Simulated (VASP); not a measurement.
Write the native input for VASP 6.6.1 that does the following.

* Task: single point
* Functional: PBE
* Potentials or basis: VASP PAW PBE potentials, release 64 (Li_sv, Ni, Pd)
* Cutoff: 520 eV
* k mesh: 4 × 4 × 4
* Occupations: gaussian, width 0.1 eV
* Spin: no spin polarisation
* Dipole correction: no
* Further INCAR settings: ALGO = Normal; EDIFF = 1e-06; NBANDS = 30

The structure of LiNi3Pd lies in POSCAR:

```
LiNi3Pd
1.0
    4.5884236508      0.0000000000      0.0000000000
    0.0000000000      4.5884236508      0.0000000000
    0.0000000000      0.0000000000      4.5884236508
Li Ni Pd
1 3 1
Direct
    0.0000000000      0.0000000000      0.0000000000
    0.0000000000      0.5000000000      0.5000000000
    0.5000000000      0.0000000000      0.5000000000
    0.5000000000      0.5000000000      0.0000000000
    0.5000000000      0.5000000000      0.5000000000
```

The input as run:

INCAR

```
SYSTEM = LiNi3Pd
ALGO     = Normal         ! electronic algorithm
EDIFF    = 1E-6           ! SCF threshold, eV
ENCUT    = 520            ! plane-wave cutoff, eV
GGA      = PE             ! functional
ISIF     = 2              ! what is computed and relaxed
ISMEAR   = 0              ! smearing method
LASPH    = .TRUE.         ! aspherical terms in the spheres
LCHARG   = .FALSE.        ! write CHGCAR
LREAL    = .FALSE.        ! projectors in reciprocal space
LWAVE    = .FALSE.        ! write WAVECAR
NBANDS   = 30             ! bands
NELM     = 60             ! most SCF steps
PREC     = Accurate       ! precision mode
SIGMA    = 0.1            ! smearing width, eV
```

KPOINTS

```
k-points
0
G
  4 4 4
  0 0 0
```

Potentials or basis: VASP PAW PBE potentials, release 64 (Li_sv, Ni, Pd).

Run with:

```sh
$ cat potpaw_PBE.64/Li_sv/POTCAR potpaw_PBE.64/Ni/POTCAR potpaw_PBE.64/Pd/POTCAR > POTCAR
$ mpirun -np 1 vasp_std > vasp.out
```

It gave:

```yaml
Band_gap_on_the_k_mesh: zero (an odd number of electrons rules out a gap without spin polarisation)
```

Wall time 19 s on 1 thread of Intel(R) Xeon(R) 6975P-C (Granite Rapids), on a shared host, peak memory 0.21 GiB.
